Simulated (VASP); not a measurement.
Write the native input for VASP 6.6.1 that does the following.

```yaml
Task: single point
Functional: PBE
Potentials_or_basis: VASP PAW PBE potentials, release 64 (Gd, Sn_d)
Cutoff: 520 eV
k_mesh: 8 × 8 × 8
Occupations: gaussian, width 0.05 eV
Spin: collinear spin, ferromagnetic start
Starting_moments: "[8.03, -0.01] μB"
Hubbard_terms: Gd f U = 6.0 eV
Dipole_correction: no
Further_INCAR_settings: ALGO = Normal; EDIFF = 1e-07; NBANDS = 27
```

The structure of GdSn lies in POSCAR:

```
GdSn
1.0
    3.7989971110      0.0000000000      0.0000000000
    0.0000000000      3.7989971110      0.0000000000
    0.0000000000      0.0000000000      3.7989971110
Gd Sn
1 1
Direct
    0.0000000000      0.0000000000      0.0000000000
    0.5000000000      0.5000000000      0.5000000000
```

The input as run:

INCAR

```
SYSTEM = GdSn
PREC = Accurate
ENCUT = 520
EDIFF = 1E-7
ISMEAR = 0
SIGMA = 0.05
LREAL = .FALSE.
LASPH = .TRUE.
NELM = 150
ALGO = Normal
ISIF = 2
LWAVE = .FALSE.
LCHARG = .TRUE.
ISPIN = 2
MAGMOM = 8.03 -0.01
LORBIT = 11
LMAXMIX = 6
LDAU = .TRUE.
LDAUTYPE = 2
LDAUL = 3 -1
LDAUU = 6 0
LDAUJ = 0 0
LDAUPRINT = 1
GGA = PE
LELF = .TRUE.
LVHAR = .TRUE.
NBANDS = 27
```

KPOINTS

```
Automatic mesh
0
G
  8 8 8
  0 0 0
```

Potentials or basis: VASP PAW PBE potentials, release 64 (Gd, Sn_d).

Run with:

```console
$ cat potpaw_PBE.64/Gd/POTCAR potpaw_PBE.64/Sn_d/POTCAR > POTCAR
$ mpirun -np 1 vasp_std > vasp.out
```

Results of the run:

```
Pressure                                              : 1.4 GPa
Net moment                                            : 7.47 μB per cell
Site moments                                          : Gd +7.02; Sn -0.03 μB
Valence electrons inside the program's atomic spheres : Gd 15.18; Sn 12.34
```

Wall time 3 min on 1 thread of Oxide Virtual Turin-like Processor (shared host), peak memory 0.21 GiB.
